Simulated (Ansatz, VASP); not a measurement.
# Two plane-wave programs on GdCl

The input INCAR:

```
  PREC = Accurate
  ENCUT = 520
  EDIFF = 1E-7
  ISMEAR = -1
  SIGMA = 0.05
  LREAL = False
  LASPH = True
  NELM = 150
  ALGO = Normal
  ISIF = 2
  LWAVE = False
  LCHARG = False
  ISPIN = 2
  MAGMOM = 7 7 0 0
  LORBIT = 11
  LMAXMIX = 6
  GGA = PE
  NBANDS = 37
```

KPOINTS

```
Automatic mesh
0
Gamma
  8 8 3
```

File POSCAR:

```
GdCl
1.0
    3.6683354953      0.0000000000      0.0000000000
   -1.8341677476      3.1768717285      0.0000000000
    0.0000000000      0.0000000000      9.5362070000
Gd Cl
2 2
Direct
    0.6666666667      0.3333333333      0.8317670000
    0.3333333333      0.6666666667      0.3317670000
    0.6666666667      0.3333333333      0.5432320000
    0.3333333333      0.6666666667      0.0432320000
```

input.yaml

```yaml
crystal:
  lattice:
    - [3.6683354953, 0.0, 0.0]
    - [-1.8341677476, 3.1768717285, 0.0]
    - [0.0, 0.0, 9.536207]
  atoms:
    - { symbol: Gd, position: [0.6666666667, 0.3333333333, 0.831767], spin: 7.0 }
    - { symbol: Gd, position: [0.3333333333, 0.6666666667, 0.331767], spin: 7.0 }
    - { symbol: Cl, position: [0.6666666667, 0.3333333333, 0.543232] }
    - { symbol: Cl, position: [0.3333333333, 0.6666666667, 0.043232] }
hamiltonian:
  xc: pbe
  pseudopotentials: { kind: paw }
magnetization:
  spin_polarized: true
kpoints:
  mp_grid: { grid: [8, 8, 3] }
scf:
  occupations: { method: fermi_dirac, width: 0.05 }
output:
  forces: true
  stress: true
  eigenvalues: true
  write_density: true
  write_potential: true
  elf: true
  volumetric_format: npy
```

Alike in both runs: task single point; functional PBE; k mesh 8 × 8 × 3; occupations fermi-dirac, width 0.05 eV; collinear spin.

|  | VASP | Ansatz |
| --- | --- | --- |
| version | VASP 6.6.1 | Ansatz 0.2.0 |
| potentials or method | VASP PAW PBE potentials, release 64 (Gd, Cl) | Ansatz PAW |
| plane-wave cutoff (eV) | 520 | 420 |
| valence electrons in the cell | 50 | 50 |

Ansatz gave:

```
gap on the k mesh at the Fermi level (eV)                     : none
pressure (GPa)                                                : 0.1
traceless stress, the component that is largest in VASP (GPa) : -0.16
rms of the force components (eV/Å)                            : 0.006
net moment per atom (μB)                                      : 3.51
size of the moment on the site where the two differ most (μB) : 6.82
```

Problem. What did VASP give for the same quantities?

Solution. gap on the k mesh at the Fermi level (eV): none; pressure (GPa): 0.0; traceless stress, the component that is largest in VASP (GPa): -0.14; rms of the force components (eV/Å): 0.009; net moment per atom (μB): 3.51; size of the moment on the site where the two differ most (μB): 6.71.

Site moments also hang on the region over which each program counts them. Atom by atom the forces differ by 0.003 eV/Å (rms over components). A gap of «none» marks a metal or a gap that the smearing closes.

Spin-orbit coupling is off throughout.
